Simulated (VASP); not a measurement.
# Ce3Si (Pm-3m) in VASP: notebook

The runs below take Ce3Si through single point, with PBE.

Program: VASP 6.6.1. These are calculated values, not measurements. Logs are shortened: lines on timing, memory, paths and dates and some standing lists are left out, and cuts for length are marked.

## 1. The cell of the first run

Symmetry: Pm-3m, No. 221, cubic system. The conventional cell has a = 4.580 Å, b = 4.580 Å, c = 4.580 Å, α = 90.00°, β = 90.00°, γ = 90.00°. Within 4.3 Å of Ce (site symmetry 4/mmm) lie 8 Ce at 3.24 Å and 4 Si at 3.24 Å. Within 4.3 Å of Si (site symmetry m-3m) lie 12 Ce at 3.24 Å.

## 2. Single point, PBE, collinear spin, ferromagnetic start

The input, INCAR:

```
SYSTEM = Ce3Si
PREC     = Accurate       ! precision mode
ENCUT    = 520            ! plane-wave cutoff, eV
EDIFF    = 1E-6           ! SCF threshold, eV
ISMEAR   = 0              ! smearing method
SIGMA    = 0.05           ! smearing width, eV
LREAL    = .False.        ! projectors in reciprocal space
LASPH    = .True.         ! aspherical terms in the spheres
NELM     = 150            ! most SCF steps
ALGO     = Normal         ! electronic algorithm
ISIF     = 2              ! what is computed and relaxed
LWAVE    = .False.        ! write WAVECAR
LCHARG   = .False.        ! write CHGCAR
ISPIN    = 2              ! spin polarisation
MAGMOM   = 0.63 0.63 0.63 0 ! initial moments
LORBIT   = 11             ! projections on sites
LMAXMIX  = 6              ! l up to which the mixer works
GGA      = PE             ! functional
NBANDS   = 32             ! bands
```

The input, KPOINTS:

```
Automatic mesh
0
Gamma
  8 8 8
  0 0 0
```

The input, POSCAR:

```
Ce3Si
1.0
    4.5803607446      0.0000000000      0.0000000000
    0.0000000000      4.5803607446      0.0000000000
    0.0000000000      0.0000000000      4.5803607446
Ce Si
3 1
Direct
    0.0000000000      0.5000000000      0.5000000000
    0.5000000000      0.5000000000      0.0000000000
    0.5000000000      0.0000000000      0.5000000000
    0.0000000000      0.0000000000      0.0000000000
```

Potentials or basis: VASP PAW PBE potentials, release 64 (Ce, Si).

On the command line:

```console
$ cat potpaw_PBE.64/Ce/POTCAR potpaw_PBE.64/Si/POTCAR > POTCAR
$ mpirun -np 1 vasp_std > vasp.out
```

OUTCAR:

```text
SYSTEM = Ce3Si
   PREC = Accurate
   ENCUT = 520
   EDIFF = 1E-6
   ISMEAR = 0
   LREAL = .False.
   LASPH = .True.
   NELM = 150
   ISIF = 2
   ISPIN = 2
   LORBIT = 11
   GGA = PE

 ion  position               nearest neighbor table
   1  0.000  0.500  0.500-
   2  0.500  0.500  0.000-
   3  0.500  0.000  0.500-
   4  0.000  0.000  0.000-

  LATTYP: Found a simple cubic cell.
 ALAT       =     4.5803607446

  Lattice vectors:

 A1 = (   4.5803607446,   0.0000000000,   0.0000000000)
 A2 = (   0.0000000000,   4.5803607446,   0.0000000000)
 A3 = (   0.0000000000,   0.0000000000,   4.5803607446)

Analysis of symmetry for initial positions (statically):
=====================================================================
 Subroutine PRICEL returns:
 Original cell was already a primitive cell.

 Routine SETGRP: Setting up the symmetry group for a
 simple cubic supercell.

 Subroutine GETGRP returns: Found 48 space group operations
 (whereof 48 operations were pure point group operations)
 out of a pool of 48 trial point group operations.

The static configuration has the point symmetry O_h .

Analysis of symmetry for dynamics (positions and initial velocities):
=====================================================================
 Subroutine PRICEL returns:
 Original cell was already a primitive cell.

 Routine SETGRP: Setting up the symmetry group for a
 simple cubic supercell.

 Subroutine GETGRP returns: Found 48 space group operations
 (whereof 48 operations were pure point group operations)
 out of a pool of 48 trial point group operations.

The dynamic configuration has the point symmetry O_h .

Analysis of structural, dynamic, and magnetic symmetry:
=====================================================================
 Subroutine PRICEL returns:
 Original cell was already a primitive cell.

 Routine SETGRP: Setting up the symmetry group for a
 simple cubic supercell.

 Subroutine GETGRP returns: Found 48 space group operations
 (whereof 48 operations were pure point group operations)
 out of a pool of 48 trial point group operations.

The overall configuration has the point symmetry O_h .

 Subroutine INISYM returns: Found 48 space group operations
 (whereof 48 operations are pure point group operations),
 and found     1 'primitive' translations

----------------------------------------------------------------------------------------

                                     Primitive cell

  volume of cell :      96.0946

  direct lattice vectors                    reciprocal lattice vectors
     4.580360745  0.000000000  0.000000000     0.218323415  0.000000000  0.000000000
     0.000000000  4.580360745  0.000000000     0.000000000  0.218323415  0.000000000
     0.000000000  0.000000000  4.580360745     0.000000000  0.000000000  0.218323415

  length of vectors
     4.580360745  4.580360745  4.580360745     0.218323415  0.218323415  0.218323415

  position of ions in fractional coordinates (direct lattice)
     0.000000000  0.500000000  0.500000000
     0.500000000  0.500000000  0.000000000
     0.500000000  0.000000000  0.500000000
     0.000000000  0.000000000  0.000000000

  ion indices of the primitive-cell ions
   primitive index   ion index
                 1           1
                 2           2
                 3           3
                 4           4

----------------------------------------------------------------------------------------

 KPOINTS: Automatic mesh

Automatic generation of k-mesh.
 Grid dimensions read from file:
 generate k-points for:    8    8    8

 Generating k-lattice:

  Cartesian coordinates                     Fractional coordinates (reciprocal lattice)
     0.027290427  0.000000000  0.000000000     0.125000000  0.000000000  0.000000000
     0.000000000  0.027290427  0.000000000     0.000000000  0.125000000  0.000000000
     0.000000000  0.000000000  0.027290427     0.000000000  0.000000000  0.125000000

  Length of vectors
     0.027290427  0.027290427  0.027290427

  Shift w.r.t. Gamma in fractional coordinates (k-lattice)
     0.000000000  0.000000000  0.000000000

 Subroutine IBZKPT returns following result:
 ===========================================

 Found     35 irreducible k-points:

 Following reciprocal coordinates:
            Coordinates               Weight
  0.000000  0.000000  0.000000      1.000000
  0.125000  0.000000  0.000000      6.000000
  0.250000  0.000000  0.000000      6.000000
  0.375000  0.000000  0.000000      6.000000
  0.500000  0.000000  0.000000      3.000000
  0.125000  0.125000  0.000000     12.000000
[... 16 lines left out ...]
  0.375000  0.375000  0.125000     24.000000
  0.500000  0.375000  0.125000     24.000000
 [... further k-points ...]
   k-points           NKPTS =     35   k-points in BZ     NKDIM =     35   number of bands    NBANDS=     32
   number of dos      NEDOS =    301   number of ions     NIONS =      4
   total plane-waves  NPLWV =  46656
   dimension x,y,z NGX =    36 NGY =   36 NGZ =   36
   dimension x,y,z NGXF=    72 NGYF=   72 NGZF=   72
   ions per type =               3   1
   NGX,Y,Z   is equivalent  to a cutoff of  13.07, 13.07, 13.07 a.u.
   NGXF,Y,Z  is equivalent  to a cutoff of  26.13, 26.13, 26.13 a.u.
 SYSTEM =  Ce3Si
   PREC   = accura    normal or accurate (medium, high low for compatibility)
   ISTART =      0    job   : 0-new  1-cont  2-samecut
   ICHARG =      2    charge: 1-file 2-atom 10-const
   ISPIN  =      2    spin polarized calculation?
   LNONCOLLINEAR =      F non collinear calculations
   LSORBIT =      F    spin-orbit coupling
   LASPH  =      T    aspherical Exc in radial PAW
   ENCUT  =  520.0 eV  38.22 Ry    6.18 a.u.   8.52  8.52  8.52*2*pi/ulx,y,z
   NELM   =    150;   NELMIN=  2; NELMDL= -5     # of ELM steps
   EDIFF  = 0.1E-05   stopping-criterion for ELM
   LREAL  =      F    real-space projection
   EDIFFG = 0.1E-04   stopping-criterion for IOM
   NSW    =      0    number of steps for IOM
   IBRION =     -1    ionic relax: 0-MD 1-quasi-New 2-CG
   NFREE  =      0    steps in history (QN), initial steepest desc. (CG)
   ISIF   =      2    stress and relaxation
   ISYM   =      2    0-nonsym 1-usesym 2-fastsym
   POTIM  = 0.5000    time-step for ionic-motion
   TEBEG  =    0.0;   TEEND  =   0.0 temperature during run
   PSTRESS=    0.0 pullay stress
   NELECT =      40.0000    total number of electrons
   NUPDOWN=      -1.0000    fix difference up-down
   EMIN   =  10.00;   EMAX   =-10.00  energy-range for DOS
   EFERMI =   0.00;   METHOD = LEGACY
   ISMEAR =     0;   SIGMA  =   0.05  broadening in eV -4-tet -1-fermi 0-gaus
   EFERMI_NEDOS =   21; number of points for ismear=-14 and -15
   IALGO  =     38    algorithm
   IMIX   =      4    mixing-type and parameters
     AMIX     =   0.40;   BMIX     =  1.00
     AMIX_MAG =   1.60;   BMIX_MAG =  1.00
  volume/ion in A,a.u.               =      24.02       162.12
  Fermi-wavevector in a.u.,A,eV,Ry     =   1.222349  2.309904 20.328962  1.494137
  Thomas-Fermi vector in A             =   2.357499
   LORBIT       =     11    0 simple, 1 ext, 2 COOP (PROOUT), +10 PAW based schemes
   GGA     = PE    functional components
   LHFCALC =     F    Hartree Fock is set to
   AEXX    =    0.0000 exact exchange contribution
   IVDW    =     0    specifies the selected vdW correction
   LEPSILON=     F    determine dielectric tensor
   LRPA    =     F    only Hartree local field effects (RPA)
 spin polarized calculation
 Gauss-broadening in eV      SIGMA  =   0.05
  energy-cutoff  :      520.00
  volume of cell :       96.09
 maximum number of plane-waves:      2624
 NGX is ok and might be reduce to    36
   NGX = 17   NGY = 17   NGZ = 17

 number of electron      39.9999999 magnetization       1.9548468

 Free energy of the ion-electron system (eV)
  ---------------------------------------------------
  ext. energy  EPLUGINS =         0.00000000
  ---------------------------------------------------
  free energy    TOTEN  =       -24.61893363 eV

  energy without entropy =      -24.60467372  energy(sigma->0) =      -24.61180368

 E-fermi :   8.9964     XC(G=0): -11.1555

 val. band max:        8.9957480914   @ k =   0.3750   0.2500   0.2500
 cond. band min:       8.9968923587   @ k =   0.5000   0.5000   0.1250
 fundamental gap:      0.0011442673
 Fermi energy:         8.9963885363

 spin component 1

 k-point     1 :       0.0000    0.0000    0.0000
  band No.  band energies     occupation
      1     -25.8208      1.00000
      2     -25.0899      1.00000
      3     -25.0899      1.00000
      4      -9.4880      1.00000
      5      -9.4880      1.00000
      6      -9.4880      1.00000
[... 24 lines left out ...]
     31       9.7540      0.00000
     32       9.7548      0.00000
[... 774 lines left out ...]
      2     -25.3363      1.00000
      3     -25.2480      1.00000
      4      -9.5972      1.00000
      5      -9.2907      1.00000
      6      -8.6831      1.00000
[... 24 lines left out ...]
     31       9.6874      0.00000
     32       9.7241      0.00000

 [... further k-points ...]

 spin component 2

 k-point     1 :       0.0000    0.0000    0.0000
  band No.  band energies     occupation
      1     -25.5531      1.00000
      2     -24.8168      1.00000
      3     -24.8168      1.00000
      4      -9.2592      1.00000
      5      -9.2592      1.00000
      6      -9.2592      1.00000
[... 24 lines left out ...]
     31      10.0522      0.00000
     32      10.0522      0.00000
[... 774 lines left out ...]
      2     -25.0650      1.00000
      3     -24.9759      1.00000
      4      -9.3742      1.00000
      5      -9.0670      1.00000
      6      -8.4543      1.00000
[... 24 lines left out ...]
     31       9.9491      0.00000
     32      10.0481      0.00000

 [... further k-points ...]

------------------------ aborting loop because EDIFF is reached ----------------------------------------

  FORCE on cell =-STRESS in cart. coord.  units (eV):
  Direction    XX          YY          ZZ          XY          YZ          ZX
  --------------------------------------------------------------------------------------
  -------------------------------------------------------------------------------------
  Total       -0.0974019     -0.0974019     -0.0974019     -0.0000000     -0.0000000     -0.0000000
  in kB       -1.6239743     -1.6239743     -1.6239743     -0.0000000     -0.0000000     -0.0000000
  external PRESSURE =      -1.6239743 kB  Pullay stress =       0.0000000 kB

 VOLUME and BASIS-vectors are now :
 -----------------------------------------------------------------------------
  energy-cutoff  :      520.00
  volume of cell :       96.09
      direct lattice vectors                 reciprocal lattice vectors
     4.580360745  0.000000000  0.000000000     0.218323415  0.000000000  0.000000000
     0.000000000  4.580360745  0.000000000     0.000000000  0.218323415  0.000000000
     0.000000000  0.000000000  4.580360745     0.000000000  0.000000000  0.218323415

 POSITION                                       TOTAL-FORCE (eV/Angst)
 -----------------------------------------------------------------------------------
      0.00000      2.29018      2.29018         0.000000      0.000000      0.000000
      2.29018      2.29018      0.00000         0.000000      0.000000      0.000000
      2.29018      0.00000      2.29018         0.000000      0.000000      0.000000
      0.00000      0.00000      0.00000         0.000000      0.000000      0.000000
 -----------------------------------------------------------------------------------
    total drift:                                0.000000      0.000000      0.000000

  FREE ENERGIE OF THE ION-ELECTRON SYSTEM (eV)
  ---------------------------------------------------
  free  energy   TOTEN  =       -24.6189336325 eV

  energy  without entropy=      -24.6046737211  energy(sigma->0) =      -24.61180368

 total charge

# of ion       s       p       d       f       tot
--------------------------------------------------
    1        2.071   5.599   1.200   1.036   9.906
    2        2.071   5.599   1.200   1.036   9.906
    3        2.071   5.599   1.200   1.036   9.906
    4        0.769   0.841   0.000   0.000   1.610
--------------------------------------------------
tot          6.981  17.639   3.599   3.109  31.329

 magnetization (x)

# of ion       s       p       d       f       tot
--------------------------------------------------
    1        0.002   0.002   0.056   0.509   0.569
    2        0.002   0.002   0.056   0.509   0.569
    3        0.002   0.002   0.056   0.509   0.569
    4       -0.003  -0.014   0.000   0.000  -0.016
--------------------------------------------------
tot          0.004  -0.008   0.169   1.526   1.691
```

It took 3 min on 1 thread of AMD EPYC 9R45 (Zen 5), shared host; peak memory 0.32 GiB.

Results:

| Item | Value |
| --- | --- |
| Free energy | -24.6189 eV |
| Pressure | -0.2 GPa |
| Net moment | 1.95 μB per cell |
| Site moments | Ce +0.57; Si -0.02 μB |
| Valence electrons inside the program's atomic spheres | Ce 9.91; Si 1.61 |

Caveat: the magnetic or orbital state may not be the lowest; spin-orbit coupling is left out, which moves the levels of the heavy elements; semilocal functionals describe open f shells poorly, which spoils levels, moments and volumes. The state reached can hang on the start; a lower one may exist.

## 3. Single point, PBE, collinear spin, ferromagnetic start

This run uses another cell than the first one, of 27.93 Å³/atom.

The input, INCAR:

```
  PREC = Accurate
  ENCUT = 520
  EDIFF = 1E-6
  ISMEAR = 0
  SIGMA = 0.05
  LREAL = F
  LASPH = T
  NELM = 150
  ALGO = Normal
  ISIF = 2
  LWAVE = F
  LCHARG = T
  ISPIN = 2
  MAGMOM = 1 1 1 0
  LORBIT = 11
  LMAXMIX = 6
  GGA = PE
  LELF = T
  LVHAR = T
  NBANDS = 32
```

The input, KPOINTS:

```
Automatic mesh
0
Gamma
  8 8 8
```

The input, POSCAR:

```
Ce3Si
1.0
    4.8162642725      0.0000000000      0.0000000000
    0.0000000000      4.8162642725      0.0000000000
    0.0000000000      0.0000000000      4.8162642725
Ce Si
3 1
Direct
    0.0000000000      0.5000000000      0.5000000000
    0.5000000000      0.5000000000      0.0000000000
    0.5000000000      0.0000000000      0.5000000000
    0.0000000000      0.0000000000      0.0000000000
```

Potentials or basis: VASP PAW PBE potentials, release 64 (Ce, Si).

On the command line:

```console
$ cat potpaw_PBE.64/Ce/POTCAR potpaw_PBE.64/Si/POTCAR > POTCAR
$ mpirun -np 1 vasp_std > vasp.out
```

Wall time 3.2 min (1 thread of AMD EPYC 9R45 (Zen 5), shared host); peak memory 0.34 GiB.

It converged, with:

* Free energy: -24.2720 eV
* Pressure: -6.4 GPa
* Net moment: 3.22 μB per cell
* Site moments: Ce +0.89; Si -0.03 μB
* Valence electrons inside the program's atomic spheres: Ce 9.75; Si 1.55

Levels at points of the mesh, in eV from the Fermi level:
Spin up:
```tsv
k point	band 19	band 20	band 21	band 22	band 23	band 24	band 25	band 26
(0.00, 0.00, 0.00)	-1.32	-0.52	-0.52	-0.52	-0.19	0.21	0.21	0.21
(0.50, 0.00, 0.00)	-0.29	-0.14	-0.04	0.18	0.18	0.28	0.28	0.28
(0.50, 0.50, 0.00)	-0.32	-0.12	-0.10	-0.10	0.30	0.33	0.39	0.45
(0.50, 0.50, 0.50)	-0.77	-0.09	-0.09	-0.09	-0.06	0.37	0.37	0.47
```
Spin down:
| k point | band 15 | band 16 | band 17 | band 18 | band 19 | band 20 | band 21 | band 22 | band 23 | band 24 |
| --- | --- | --- | --- | --- | --- | --- | --- | --- | --- | --- |
| (0.00, 0.00, 0.00) | -1.08 | -1.08 | -0.90 | -0.90 | -0.90 | -0.35 | -0.35 | -0.35 | 0.60 | 0.77 |
| (0.50, 0.00, 0.00) | -1.39 | -1.39 | -1.14 | -0.50 | 0.38 | 0.40 | 0.48 | 0.61 | 0.61 | 0.64 |
| (0.50, 0.50, 0.00) | -1.83 | -1.83 | -0.05 | -0.05 | 0.01 | 0.52 | 0.57 | 0.57 | 0.62 | 0.71 |
| (0.50, 0.50, 0.50) | -0.99 | -0.99 | -0.61 | -0.61 | -0.61 | 0.32 | 0.62 | 0.62 | 0.62 | 0.70 |

Caveat: the magnetic or orbital state may not be the lowest; the cell stands under tension; spin-orbit coupling is left out, which moves the levels of the heavy elements; semilocal functionals describe open f shells poorly, which spoils levels, moments and volumes. The state reached can hang on the start; a lower one may exist.
